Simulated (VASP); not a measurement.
# TiSi (Cmmm) in VASP: further runs

TiSi is run at these levels: PBEsol; tasks: single point.

Program: VASP 6.6.1. These are calculated values, not measurements. Logs are shortened: lines on timing, memory, paths and dates and some standing lists are left out, and cuts for length are marked.

## (1) The cell of the first run

The structure is orthorhombic, space group Cmmm (No. 65). Conventional cell: a = 3.806 Å, b = 4.363 Å, c = 3.403 Å, α = 90.00°, β = 90.00°, γ = 90.00°. Within 3.5 Å of Ti (site symmetry mmm) lie 8 Si at 2.55 to 2.77 Å and 6 Ti at 2.89 to 3.40 Å. Within 3.5 Å of Si (site symmetry mmm) lie 8 Ti at 2.55 to 2.77 Å and 6 Si at 2.89 to 3.40 Å.

## (2) Single point, PBEsol

The input, INCAR:

```
  ALGO = Normal
  EDIFF = 1E-7
  ENCUT = 520
  GGA = PS
  ISIF = 2
  ISMEAR = 0
  LASPH = T
  LCHARG = F
  LREAL = F
  LWAVE = F
  NBANDS = 15
  NELM = 60
  PREC = Accurate
  SIGMA = 0.15
```

The input, KPOINTS:

```
k-points
0
Gamma
  24 24 18
```

The input, POSCAR:

```
TiSi
1.0
    1.9030192878     -2.1813120576      0.0000000000
    1.9030192878      2.1813120576      0.0000000000
    0.0000000000      0.0000000000      3.4032586370
Ti Si
1 1
Direct
    0.5000000000      0.5000000000      0.0000000000
    0.0000000000      0.0000000000      0.5000000000
```

Potentials or basis: VASP PAW PBE potentials, release 64 (Ti_sv, Si).

On the command line:

```
$ cat potpaw_PBE.64/Ti_sv/POTCAR potpaw_PBE.64/Si/POTCAR > POTCAR
$ mpirun -np 1 vasp_std > vasp.out
```

OUTCAR:

```text
EDIFF = 1E-7
   ENCUT = 520
   GGA = PS
   ISIF = 2
   ISMEAR = 0
   LASPH = T
   LREAL = F
   NELM = 60
   PREC = Accurate

 ion  position               nearest neighbor table
   1  0.500  0.500  0.000-   2 2.55   2 2.55   2 2.55   2 2.55   2 2.77   2 2.77   2 2.77   2 2.77

   2  0.000  0.000  0.500-   1 2.55   1 2.55   1 2.55   1 2.55   1 2.77   1 2.77   1 2.77   1 2.77

  LATTYP: Found a base centered orthorhombic cell.
 ALAT       =     3.8060385756
 B/A-ratio  =     1.1462374930
 C/A-ratio  =     0.8941734482

  Lattice vectors:

 A1 = (   1.9030192878,  -2.1813120576,   0.0000000000)
 A2 = (   1.9030192878,   2.1813120576,   0.0000000000)
 A3 = (   0.0000000000,   0.0000000000,   3.4032586370)

Analysis of symmetry for initial positions (statically):
=====================================================================
 Subroutine PRICEL returns:
 Original cell was already a primitive cell.

 Routine SETGRP: Setting up the symmetry group for a
 base centered orthorhombic supercell.

 Subroutine GETGRP returns: Found  8 space group operations
 (whereof  8 operations were pure point group operations)
 out of a pool of  8 trial point group operations.

The static configuration has the point symmetry D_2h.

Analysis of symmetry for dynamics (positions and initial velocities):
=====================================================================
 Subroutine PRICEL returns:
 Original cell was already a primitive cell.

 Routine SETGRP: Setting up the symmetry group for a
 base centered orthorhombic supercell.

 Subroutine GETGRP returns: Found  8 space group operations
 (whereof  8 operations were pure point group operations)
 out of a pool of  8 trial point group operations.

The dynamic configuration has the point symmetry D_2h.

 Subroutine INISYM returns: Found  8 space group operations
 (whereof  8 operations are pure point group operations),
 and found     1 'primitive' translations

----------------------------------------------------------------------------------------

                                     Primitive cell

  volume of cell :      28.2544

  direct lattice vectors                    reciprocal lattice vectors
     1.903019288 -2.181312058  0.000000000     0.262740374 -0.229219840  0.000000000
     1.903019288  2.181312058  0.000000000     0.262740374  0.229219840  0.000000000
     0.000000000  0.000000000  3.403258637     0.000000000  0.000000000  0.293836028

  length of vectors
     2.894754688  2.894754688  3.403258637     0.348674976  0.348674976  0.293836028

  position of ions in fractional coordinates (direct lattice)
     0.500000000  0.500000000  0.000000000
     0.000000000  0.000000000  0.500000000

[... 85 lines left out ...]
   TEBEG  =    0.0;   TEEND  =   0.0 temperature during run
   PSTRESS=    0.0 pullay stress
   NELECT =      16.0000    total number of electrons
   NUPDOWN=      -1.0000    fix difference up-down
   EMIN   =  10.00;   EMAX   =-10.00  energy-range for DOS
   EFERMI =   0.00;   METHOD = LEGACY
   ISMEAR =     0;   SIGMA  =   0.15  broadening in eV -4-tet -1-fermi 0-gaus
   EFERMI_NEDOS =   21; number of points for ismear=-14 and -15
   IALGO  =     38    algorithm
   IMIX   =      4    mixing-type and parameters
     AMIX     =   0.40;   BMIX     =  1.00
     AMIX_MAG =   1.60;   BMIX_MAG =  1.00
  volume/ion in A,a.u.               =      14.13        95.34
  Fermi-wavevector in a.u.,A,eV,Ry     =   1.354418  2.559480 24.959197  1.834449
  Thomas-Fermi vector in A             =   2.481592
   LORBIT       =      0    0 simple, 1 ext, 2 COOP (PROOUT), +10 PAW based schemes
   GGA     = PS    functional components
   LHFCALC =     F    Hartree Fock is set to
   AEXX    =    0.0000 exact exchange contribution
   IVDW    =     0    specifies the selected vdW correction
   LEPSILON=     F    determine dielectric tensor
   LRPA    =     F    only Hartree local field effects (RPA)
 non-spin polarized calculation
 Gauss-broadening in eV      SIGMA  =   0.15
  energy-cutoff  :      520.00
  volume of cell :       28.25
 maximum number of plane-waves:       781
 NGX is ok and might be reduce to    24
   NGX = 11   NGY = 11   NGZ = 13

 number of electron      16.0000004 magnetization

 Free energy of the ion-electron system (eV)
  ---------------------------------------------------
  ext. energy  EPLUGINS =         0.00000000
  ---------------------------------------------------
  free energy    TOTEN  =       -15.16685812 eV

  energy without entropy =      -15.15145677  energy(sigma->0) =      -15.15915745

 E-fermi :  10.3509     XC(G=0): -11.9960

 val. band max:       10.3501459302   @ k =  -0.4167   0.3750   0.1667
 cond. band min:      10.3515084706   @ k =  -0.3333   0.1667   0.0000
 fundamental gap:      0.0013625404
 Fermi energy:        10.3509225343

 k-point     1 :       0.0000    0.0000    0.0000
  band No.  band energies     occupation
      1     -45.9730      2.00000
      2     -22.4031      2.00000
      3     -22.1826      2.00000
      4     -22.1028      2.00000
      5      -1.2596      2.00000
      6       8.2815      2.00000
      7       9.0231      2.00000
      8      10.6124      0.01369
      9      11.9936      0.00000
     10      12.6679      0.00000
     11      12.9061      0.00000
     12      14.4681      0.00000
     13      15.0167      0.00000
     14      18.5843      0.00000
[... 401 lines left out ...]
      2     -22.5606      2.00000
      3     -22.3534      2.00000
      4     -22.1181      2.00000
      5       2.2552      2.00000
      6       4.2157      2.00000
      7       8.4637      2.00000
      8       9.4949      2.00000
      9      11.3599      0.00000
     10      12.5941      0.00000
     11      14.3984      0.00000
     12      16.1450      0.00000
     13      17.3043      0.00000
     14      17.7938      0.00000
     15      18.4334      0.00000

 [... further k-points ...]
[... 5 lines left out ...]
  --------------------------------------------------------------------------------------
  -------------------------------------------------------------------------------------
  Total       -0.6216950      0.2616000      2.3535850      0.0000000      0.0000000      0.0000000
  in kB      -35.2534805     14.8341395    133.4610462      0.0000000      0.0000000      0.0000000
  external PRESSURE =      37.6805684 kB  Pullay stress =       0.0000000 kB

 VOLUME and BASIS-vectors are now :
 -----------------------------------------------------------------------------
  energy-cutoff  :      520.00
  volume of cell :       28.25
      direct lattice vectors                 reciprocal lattice vectors
     1.903019288 -2.181312058  0.000000000     0.262740374 -0.229219840  0.000000000
     1.903019288  2.181312058  0.000000000     0.262740374  0.229219840  0.000000000
     0.000000000  0.000000000  3.403258637     0.000000000  0.000000000  0.293836028

 POSITION                                       TOTAL-FORCE (eV/Angst)
 -----------------------------------------------------------------------------------
      1.90302      0.00000      0.00000         0.000000      0.000000      0.000000
      0.00000      0.00000      1.70163        -0.000000     -0.000000      0.000000
 -----------------------------------------------------------------------------------
    total drift:                               -0.000000     -0.000000     -0.000000

  FREE ENERGIE OF THE ION-ELECTRON SYSTEM (eV)
  ---------------------------------------------------
  free  energy   TOTEN  =       -15.1668581247 eV

  energy  without entropy=      -15.1514567711  energy(sigma->0) =      -15.15915745
```

It took 9.6 min on 1 thread of Intel Xeon 8259CL, shared host; peak memory 0.69 GiB.

What came out:

| Property | Result |
| --- | --- |
| Free energy | -15.1669 eV |
| Pressure | 3.8 GPa |
| Band gap on the k mesh | zero (bands 8 and 9 overlap by 1.18 eV) |

Caveat: the stress differs along the axes, from -4 to 13 GPa; the PAW data sets were made with another functional, which shifts forces and pressure a little.

(Part 1 of 2 ends here.)
